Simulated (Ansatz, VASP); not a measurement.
# Ca: VASP beside Ansatz

```
CELL_PARAMETERS angstrom
0.00000 2.79000 2.79000
2.79000 0.00000 2.79000
2.79000 2.79000 0.00000
ATOMIC_POSITIONS crystal
Ca 0.00000 0.00000 0.00000
```

Alike in both runs: task relaxation of cell and atoms; functional PBE; k mesh 17 × 17 × 17; no spin polarisation.

```csv
,VASP,Ansatz
version,VASP 6.6.1,Ansatz 0.2.0
potentials or method,"VASP PAW PBE potentials, release 64 (Ca_sv)","plane-wave PAW, scalar-relativistic"
plane-wave cutoff (eV),600,420
occupations,"methfessel-paxton of order 1, width 0.1 eV","cold, width 0.1 eV"
valence electrons in the cell,10,10
```

|  | VASP | Ansatz | Ansatz less VASP |
| --- | --- | --- | --- |
| relaxed volume (Å³/atom) | 42.27 | 42.19 | -0.082 |
| relaxed length of the cell vector where the two differ most in proportion (Å) | 3.910 | 3.907 | -0.0025 |
